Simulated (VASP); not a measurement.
Set up this calculation in VASP 6.6.1, as the native input.

```
Task                               : single point
Functional                         : HSE06
Potentials or basis                : VASP PAW PBE potentials, release 64 (Zr_sv, B)
Cutoff                             : 520 eV
k mesh                             : 6 × 6 × 6
Occupations                        : fermi-dirac, width 0.05 eV
Spin                               : no spin polarisation
Dipole correction                  : no
Grid for exact exchange (PRECFOCK) : Normal
Further INCAR settings             : ALGO = Normal; EDIFF = 1e-06; NBANDS = 14
Share of exact exchange            : 0.25
Screening parameter                : 0.2079 1/Å
```

Crystal: ZrB.

```
Zr B
1.0
     0.00000    2.27754    2.27754
     2.27754    0.00000    2.27754
     2.27754    2.27754    0.00000
Zr B
1 1
Direct
  0.00000 0.00000 0.00000
  0.50000 0.50000 0.50000
```

These files were run (other wordings do the same):

POSCAR

```
ZrB
1.0
    0.0000000000      2.2775377028      2.2775377028
    2.2775377028      0.0000000000      2.2775377028
    2.2775377028      2.2775377028      0.0000000000
Zr B
1 1
Direct
    0.0000000000      0.0000000000      0.0000000000
    0.5000000000      0.5000000000      0.5000000000
```

INCAR.step1

```
  PREC = Accurate
  ENCUT = 520
  EDIFF = 1E-5
  ISMEAR = -1
  SIGMA = 0.05
  LREAL = False
  LASPH = True
  NELM = 80
  ALGO = Normal
  ISIF = 2
  LWAVE = True
  LCHARG = False
  GGA = PE
  NBANDS = 14
```

INCAR.step2

```
  PREC = Accurate
  ENCUT = 520
  EDIFF = 1E-6
  ISMEAR = -1
  SIGMA = 0.05
  LREAL = False
  LASPH = True
  NELM = 80
  ALGO = Normal
  ISIF = 2
  LWAVE = False
  LCHARG = False
  GGA = PE
  LHFCALC = True
  HFSCREEN = 0.2079
  PRECFOCK = Normal
  ISTART = 1
  NBANDS = 14
```

KPOINTS

```
regular mesh
0
Gamma
  6 6 6
```

Potentials or basis: VASP PAW PBE potentials, release 64 (Zr_sv, B).

Launch:

```bash
$ cat potpaw_PBE.64/Zr_sv/POTCAR potpaw_PBE.64/B/POTCAR > POTCAR
$ cp INCAR.step1 INCAR
$ mpirun -np 1 vasp_std > vasp.out
$ cp INCAR.step2 INCAR
$ mpirun -np 1 vasp_std > vasp.out
```

Results of the run:

```
Pressure               : 53.8 GPa
Band gap on the k mesh : zero (an odd number of electrons rules out a gap without spin polarisation)
```

Caveat: the k points lie up to 0.40 Å⁻¹ apart, too coarse for converged energies and pressures of a metal; the PAW data sets were made with another functional, which shifts forces and pressure a little.

Wall time 15 min on 1 thread of AMD EPYC 7R13 Processor (Zen 3), with other jobs on the host, peak memory 0.22 GiB.
